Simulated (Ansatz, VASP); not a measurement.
Two plane-wave programs on GaAs

```
CELL_PARAMETERS angstrom
0.00000 2.80169 2.80169
2.80169 0.00000 2.80169
2.80169 2.80169 0.00000
ATOMIC_POSITIONS crystal
Ga 0.00000 0.00000 0.00000
As 0.75000 0.75000 0.75000
```

Alike in both runs: functional LDA; k mesh 12 × 12 × 12; occupations gaussian, width 0.02 eV; no spin polarisation.

Ansatz relaxed the structure, and its values are those at the end. VASP's run is a single point on that final structure, the one shown.

```csv
,VASP,Ansatz
version,VASP 6.6.1,Ansatz 0.2.0
potentials or method,"VASP PAW LDA potentials, release 64 (Ga_d, As), cutoff 520 eV","scalar-relativistic, plane waves, PAW"
valence electrons in the cell,18,28
```

|  | VASP | Ansatz | Ansatz less VASP |
| --- | --- | --- | --- |
| gap on the k mesh at the Fermi level (eV) | 0.54 | 0.49 | -0.046 |
| least direct gap on the mesh (eV) | 0.54 | 0.49 | -0.046 |
| pressure (GPa) | 0.3 | 0.0 | -0.32 |

Ansatz warns that its potentials were made for another functional, while VASP's fit it. LDA's correlation is that of Perdew and Zunger in VASP and of Perdew and Wang (1992) in Ansatz. VASP's potentials hold 18 valence electrons a cell and Ansatz's 28, so a difference there can come from the potentials and not from the codes.
